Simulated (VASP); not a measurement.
# MnSe (F-43m) in VASP: a series of runs, part 2 of 2

VASP 6.6.1.

## Step 5: Relaxation of cell and atoms, LDA, collinear spin, ferromagnetic start

This run uses another cell than the first one, of 22.27 Å³/atom.

The input, INCAR:

```
SYSTEM = MnSe
PREC = Accurate ; ENCUT = 600
EDIFF = 1E-6 ; ISMEAR = 0
SIGMA = 0.1 ; LREAL = .FALSE.
LASPH = .TRUE. ; NELM = 150
ALGO = Normal ; ISIF = 3
LWAVE = .FALSE. ; LCHARG = .FALSE.
ISPIN = 2 ; MAGMOM = 4.17 0
LORBIT = 11 ; LMAXMIX = 4
GGA = CA ; IBRION = 2
NSW = 100 ; EDIFFG = -0.005
```

The input, KPOINTS:

```
Automatic mesh
0
G
  14 14 14
  0 0 0
```

The input, POSCAR:

```
MnSe
1.0
    0.0000000000      2.8136604470      2.8136604470
    2.8136604470      0.0000000000      2.8136604470
    2.8136604470      2.8136604470      0.0000000000
Mn Se
1 1
Direct
    0.0000000000      0.0000000000      0.0000000000
    0.7500000000      0.7500000000      0.7500000000
```

Potentials or basis: VASP PAW LDA potentials, release 64 (Mn_pv, Se).

Run with:

```sh
cat potpaw_LDA.64/Mn_pv/POTCAR potpaw_LDA.64/Se/POTCAR > POTCAR
mpirun -np 1 vasp_std > vasp.out
```

OUTCAR:

```text
SYSTEM = MnSe
   PREC = Accurate
   ENCUT = 600
   EDIFF = 1E-6
   ISMEAR = 0
   LREAL = .FALSE.
   LASPH = .TRUE.
   NELM = 150
   ISIF = 3
   ISPIN = 2
   LORBIT = 11
   GGA = CA
   IBRION = 2
   NSW = 100
   EDIFFG = -0.005

 ion  position               nearest neighbor table
   1  0.000  0.000  0.000-   2 2.44   2 2.44   2 2.44   2 2.44
   2  0.750  0.750  0.750-   1 2.44   1 2.44   1 2.44   1 2.44

  LATTYP: Found a face centered cubic cell.
 ALAT       =     5.6273208940

  Lattice vectors:

 A1 = (   0.0000000000,   2.8136604470,   2.8136604470)
 A2 = (   2.8136604470,   0.0000000000,   2.8136604470)
 A3 = (   2.8136604470,   2.8136604470,   0.0000000000)

Analysis of symmetry for initial positions (statically):
=====================================================================
 Subroutine PRICEL returns:
 Original cell was already a primitive cell.

 Routine SETGRP: Setting up the symmetry group for a
[... 1249 lines left out ...]

  energy without entropy =      -14.02367712  energy(sigma->0) =      -14.02810768

 E-fermi :   4.4621     XC(G=0): -10.1054

 val. band max:        4.4618089745   @ k =   0.2857   0.2143   0.0000
 cond. band min:       4.4696011943   @ k =  -0.2857   0.0714   0.0000
 fundamental gap:      0.0077922198
 Fermi energy:         4.4620824622

 spin component 1

 k-point     1 :       0.0000    0.0000    0.0000
  band No.  band energies     occupation
      1     -45.1217      1.00000
      2     -45.1217      1.00000
      3     -45.1217      1.00000
      4      -9.9358      1.00000
      5      -0.0575      1.00000
      6      -0.0575      1.00000
      7      -0.0575      1.00000
      8       1.8620      1.00000
      9       1.8620      1.00000
     10       5.7303      0.00000
     11       5.7303      0.00000
     12       5.7303      0.00000
[... 882 lines left out ...]
  FREE ENERGIE OF THE ION-ELECTRON SYSTEM (eV)
  ---------------------------------------------------
  free  energy   TOTEN  =       -14.0325382316 eV

  energy  without entropy=      -14.0236771186  energy(sigma->0) =      -14.02810768

 reached required accuracy - stopping structural energy minimisation

 total charge

# of ion       s       p       d       tot
------------------------------------------
    1        0.294   6.243   5.027  11.565
    2        1.443   2.445   0.056   3.944
--------------------------------------------------
tot          1.737   8.688   5.084  15.509

 magnetization (x)

# of ion       s       p       d       tot
------------------------------------------
    1        0.045   0.058   3.634   3.737
    2        0.008   0.009   0.025   0.042
--------------------------------------------------
tot          0.053   0.067   3.659   3.779
```

OSZICAR:

```text
N       E                     dE             d eps       ncg     rms          rms(c)
DAV:   1     0.145089001980E+03    0.14509E+03   -0.11347E+04  6368   0.137E+03
DAV:   2    -0.832555859786E+01   -0.15341E+03   -0.14761E+03  6702   0.336E+02
[... 51 lines left out ...]
       N       E                     dE             d eps       ncg     rms          rms(c)
DAV:   1    -0.140326839844E+02   -0.14746E-03   -0.20138E-03  6240   0.669E-01    0.114E-01
DAV:   2    -0.140325902595E+02    0.93725E-04   -0.94096E-04  6240   0.493E-01    0.111E-01
DAV:   3    -0.140325418165E+02    0.48443E-04   -0.11556E-04  6240   0.184E-01    0.212E-02
DAV:   4    -0.140325389624E+02    0.28541E-05   -0.13640E-05  6431   0.237E-02    0.127E-02
DAV:   5    -0.140325382316E+02    0.73083E-06   -0.30575E-06  5617   0.209E-02
   6 F= -.14032538E+02 E0= -.14028108E+02  d E =-.343013E-02  mag=     4.1423
```

CONTCAR:

```text
MnSe
   1.00000000000000
     0.0000000000000000    2.7881162788373790    2.7881162788373790
     2.7881162788373790    0.0000000000000000    2.7881162788373790
     2.7881162788373790    2.7881162788373790   -0.0000000000000000
  Mn              Se
     1     1
Direct
     0.0000000000000000    0.0000000000000000    0.0000000000000000
     0.7500000000000000    0.7500000000000000    0.7500000000000000

  0.00000000E+00  0.00000000E+00  0.00000000E+00
  0.00000000E+00  0.00000000E+00  0.00000000E+00
```

Wall time 11 min (1 thread of Intel Xeon 8259CL, shared host); peak memory 0.28 GiB.

What came out:

```yaml
Free_energy: -14.0325 eV
Relaxed_volume: 21.67 Å³/atom
Relaxed_cell: a = 3.943 Å, b = 3.943 Å, c = 3.943 Å, α = 60.00°, β = 60.00°, γ = 60.00°
Space_group_after_relaxing_to_0.1_Å: F-43m (No. 216)
Energy_gained_by_relaxing: 1.7 meV/atom
Ionic_steps: 6
Pressure_after_relaxing: 0.0 GPa
Net_moment: 4.14 μB per cell
Site_moments: Mn +3.74; Se +0.04 μB
Valence_electrons_inside_the_program's_atomic_spheres: Mn 11.56; Se 3.94
```

Step by step:
```
step  energy change (eV)  largest force (eV/Å)  pressure (GPa)  volume (Å³)
   1              0.0000                0.0000           -0.92        44.55
   2             -0.0031                0.0000           -0.33        43.73
   3             -0.0031                0.0000            0.27        42.98
   4             -0.0034                0.0000            0.04        43.32
   5             -0.0034                0.0000           -0.04        43.38
   6             -0.0034                0.0000            0.01        43.35
```

Final structure:
```
Mn Se
1.0
     0.00000    2.78812    2.78812
     2.78812    0.00000    2.78812
     2.78812    2.78812    0.00000
Mn Se
1 1
Direct
  0.00000 0.00000 0.00000
  0.75000 0.75000 0.75000
```

Caveat: a cell with one magnetic atom can't hold antiferromagnetic order, which such compounds often take; semilocal functionals often make such compounds metallic where correlation or magnetic order opens a gap, which also shifts bond lengths.

## Step 6: Overview

```csv
task,cell,cutoff (eV),smearing,gap on the mesh (eV),pressure (GPa),moment (μB)
single point,"a = 3.948 Å, angles 60.0°, 2 atoms",520,gaussian 0.2 eV,none,-0.2,4.14
single point,"a = 3.976 Å, angles 60.0°, 2 atoms",520,gaussian 0.1 eV,none,-0.8,4.27
single point,"a = 3.975 Å, angles 60.0°, 2 atoms",520,gaussian 0.2 eV,none,-0.8,4.25
relaxation of cell and atoms,"relaxed from a = 3.979 Å, angles 60.0°, 2 atoms",600,gaussian 0.1 eV,none,0.0,4.14
```

Alike in all rows: level LDA; potentials or basis VASP PAW LDA potentials, release 64 (Mn_pv, Se); spin collinear, ferromagnetic start; k mesh 14 × 14 × 14.

Caveats: a cell with one magnetic atom can't hold antiferromagnetic order, which such compounds often take; semilocal functionals often make such compounds metallic where correlation or magnetic order opens a gap, which also shifts bond lengths.

Total energies depend on the potentials used, so only differences within one code and one set of settings carry meaning.
